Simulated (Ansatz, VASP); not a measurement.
## MgCd3Se4 in VASP and in Ansatz

```
Mg Cd Se
1.0
     5.75955    0.00000    0.00000
     0.00000    5.75955    0.00000
     0.00000    0.00000    5.75955
Mg Cd Se
1 3 4
Direct
  0.50000 0.50000 0.50000
  0.00000 0.50000 0.50000
  0.50000 0.00000 0.50000
  0.50000 0.50000 0.00000
  0.50000 0.00000 0.00000
  0.00000 0.50000 0.00000
  0.00000 0.00000 0.50000
  0.00000 0.00000 0.00000
```

Alike in both runs: functional PBE; k mesh 2 × 2 × 2; occupations gaussian, width 0.15 eV; no spin polarisation.

Ansatz relaxed the structure, and its values are those at the end. VASP's run is a single point on that final structure, the one shown.

```csv
,VASP,Ansatz
version,VASP 6.6.1,Ansatz 0.2.0
potentials or method,"VASP PAW PBE potentials, release 64 (Mg, Cd, Se), cutoff 600 eV","scalar-relativistic, plane waves, PAW"
valence electrons in the cell,62,134
```

Ansatz gave:

* gap on the k mesh at the Fermi level (eV): none
* pressure (GPa): -0.1

Question: What did VASP give for the same quantities?

Answer: gap on the k mesh at the Fermi level (eV): none; pressure (GPa): 0.0.

A gap of «none» marks a metal or a gap that the smearing closes. VASP's potentials hold 62 valence electrons a cell and Ansatz's 134, so a difference there can come from the potentials and not from the codes.

The k mesh is coarse, so the values compare programs but aren't converged.
